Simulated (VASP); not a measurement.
Here is a VASP 6.6.1 calculation.

Contents of INCAR:

```
SYSTEM = Sc3TeBr
PREC     = Accurate       ! precision mode
ENCUT    = 520            ! plane-wave cutoff, eV
EDIFF    = 1E-7           ! SCF threshold, eV
ISMEAR   = 0              ! smearing method
SIGMA    = 0.1            ! smearing width, eV
LREAL    = .FALSE.        ! projectors in reciprocal space
LASPH    = .TRUE.         ! aspherical terms in the spheres
NELM     = 60             ! most SCF steps
ALGO     = Normal         ! electronic algorithm
ISIF     = 2              ! what is computed and relaxed
LWAVE    = .FALSE.        ! write WAVECAR
LCHARG   = .FALSE.        ! write CHGCAR
GGA      = PE             ! functional
NBANDS   = 31             ! bands
```

File KPOINTS:

```
Automatic mesh
0
G
  4 4 4
  0 0 0
```

The input POSCAR:

```
Sc3TeBr
1.0
    4.9668395100      0.0000000000      0.0000000000
    0.0000000000      4.9668395100      0.0000000000
    0.0000000000      0.0000000000      4.9668395100
Sc Te Br
3 1 1
Direct
    0.0000000000      0.5000000000      0.5000000000
    0.5000000000      0.0000000000      0.5000000000
    0.5000000000      0.5000000000      0.0000000000
    0.0000000000      0.0000000000      0.0000000000
    0.5000000000      0.5000000000      0.5000000000
```

Potentials or basis: VASP PAW PBE potentials, release 64 (Sc_sv, Te, Br).

Launch:

```sh
$ cat potpaw_PBE.64/Sc_sv/POTCAR potpaw_PBE.64/Te/POTCAR potpaw_PBE.64/Br/POTCAR > POTCAR
$ mpirun -np 1 vasp_std > vasp.out
```

Question: What does it give for the band gap on the k mesh?

Answer: Zero (bands 23 and 24 overlap by 1.45 eV).

Question: Predict the pressure.

Answer: 1.2 GPa.

Caveat: spin-orbit coupling is left out, which moves the levels of the heavy elements.
